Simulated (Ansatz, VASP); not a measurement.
ZnSe in VASP and in Ansatz

INCAR

```
SYSTEM = ZnSe
  PREC = Accurate
  ENCUT = 520
  EDIFF = 1E-6
  ISMEAR = 0
  SIGMA = 0.05
  LREAL = .False.
  LASPH = .True.
  NELM = 80
  ALGO = Normal
  ISIF = 2
  LWAVE = .False.
  LCHARG = .False.
  GGA = PS
  NBANDS = 26
```

Contents of KPOINTS:

```
Automatic mesh
0
Gamma
  8 8 6
  0 0 0
```

Contents of POSCAR:

```
ZnSe
1.0
    4.3079000000      0.0000000000      0.0000000000
    0.0000000000      4.3079000000      0.0000000000
    0.0000000000      0.0000000000      5.1969000000
Zn Se
2 2
Direct
    0.0000000000      0.0000000000      0.0000000000
    0.5000000000      0.5000000000      0.0000000000
    0.0000000000      0.5000000000      0.2681677050
    0.5000000000      0.0000000000      0.7318322950
```

Input for Ansatz:

```yaml
crystal:
  lattice:
    - [4.3079, 0.0, 0.0]
    - [0.0, 4.3079, 0.0]
    - [0.0, 0.0, 5.1969]
  atoms:
    - { symbol: Zn, position: [0.0, 0.0, 0.0] }
    - { symbol: Zn, position: [0.5, 0.5, 0.0] }
    - { symbol: Se, position: [0.0, 0.5, 0.268167705] }
    - { symbol: Se, position: [0.5, 0.0, 0.731832295] }
basis:
  ecutwfc: 520.0
kpoints:
  mp_grid: { grid: [8, 8, 6] }
hamiltonian:
  xc: pbesol
  pseudopotentials: { kind: paw, azcp: { folder: soft_1 } }
scf:
  occupations: { method: gaussian, width: 0.05 }
output:
  forces: true
  stress: true
  eigenvalues: true
  write_density: true
  write_potential: true
  elf: true
  volumetric_format: npy
```

Alike in both runs: task single point; functional PBEsol; k mesh 8 × 8 × 6; occupations gaussian, width 0.05 eV; no spin polarisation.

```csv
,VASP,Ansatz
version,VASP 6.6.1,Ansatz 0.2.0
potentials or method,"VASP PAW PBE potentials, release 64 (Zn, Se), cutoff 520 eV","scalar-relativistic, plane waves, PAW"
valence electrons in the cell,36,56
```

VASP gave:

* gap on the k mesh at the Fermi level (eV): 0.81
* least direct gap on the mesh (eV): 0.81
* pressure (GPa): -4.3
* traceless stress, the component that is largest in VASP (GPa): 2.39
* rms of the force components (eV/Å): 0.117

What did Ansatz give for the same quantities?

gap on the k mesh at the Fermi level (eV): 0.83; least direct gap on the mesh (eV): 0.83; pressure (GPa): -4.5; traceless stress, the component that is largest in VASP (GPa): 2.39; rms of the force components (eV/Å): 0.133.

VASP's potentials were made for PBE, not for PBEsol, and Ansatz warns of the same on its side. Atom by atom the forces differ by 0.016 eV/Å (rms over components). VASP's potentials hold 36 valence electrons a cell and Ansatz's 56, so a difference there can come from the potentials and not from the codes.
